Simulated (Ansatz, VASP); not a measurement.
# GaSb in VASP and in Ansatz

File INCAR:

```
ALGO     = Normal         # electronic algorithm
EDIFF    = 1E-6           # SCF threshold, eV
ENCUT    = 520            # plane-wave cutoff, eV
GGA      = PE             # functional
ISIF     = 2              # what is computed and relaxed
ISMEAR   = 0              # smearing method
LASPH    = True           # aspherical terms in the spheres
LCHARG   = False          # write CHGCAR
LREAL    = False          # projectors in reciprocal space
LWAVE    = False          # write WAVECAR
NBANDS   = 16             # bands
NELM     = 80             # most SCF steps
PREC     = Accurate       # precision mode
SIGMA    = 0.15           # smearing width, eV
```

The input KPOINTS:

```
k-points
0
Gamma
  16 16 16
```

File POSCAR:

```
GaSb
1.0
   -2.9595500000      2.9595500000      1.6444000000
    2.9595500000     -2.9595500000      1.6444000000
    2.9595500000      2.9595500000     -1.6444000000
Ga Sb
1 1
Direct
    0.2500000000      0.7500000000      0.5000000000
    0.0000000000      0.0000000000      0.0000000000
```

Input for Ansatz:

```yaml
crystal:
  lattice:
    - [-2.95955, 2.95955, 1.6444]
    - [2.95955, -2.95955, 1.6444]
    - [2.95955, 2.95955, -1.6444]
  atoms:
    - { symbol: Ga, position: [0.25, 0.75, 0.5] }
    - { symbol: Sb, position: [0.0, 0.0, 0.0] }
basis:
  ecutwfc: 420
kpoints:
  mp_grid: { grid: [16, 16, 16] }
hamiltonian:
  xc: pbe
  pseudopotentials: { kind: paw, azcp: { folder: soft_1 } }
scf:
  occupations: { method: gaussian, width: 0.15 }
output:
  forces: true
  stress: true
  eigenvalues: true
```

Alike in both runs: task single point; functional PBE; k mesh 16 × 16 × 16; occupations gaussian, width 0.15 eV; no spin polarisation.

```csv
,VASP,Ansatz
version,VASP 6.6.1,Ansatz 0.2.0
potentials or method,"VASP PAW PBE potentials, release 64 (Ga_d, Sb), cutoff 520 eV","scalar-relativistic, plane waves, PAW"
valence electrons in the cell,18,28
```

Ansatz gave:

```
gap on the k mesh at the Fermi level (eV)                     : none
pressure (GPa)                                                : -5.9
traceless stress, the component that is largest in VASP (GPa) : 0.69
```

Q: What did VASP give for the same quantities?

A: gap on the k mesh at the Fermi level (eV): none; pressure (GPa): -5.9; traceless stress, the component that is largest in VASP (GPa): 0.66.

A gap of «none» marks a metal or a gap that the smearing closes. With one functional, cell and mesh, what is left measures potentials, basis and numerics. VASP's potentials hold 18 valence electrons a cell and Ansatz's 28, so a difference there can come from the potentials and not from the codes.

Neither program's run includes spin-orbit coupling.
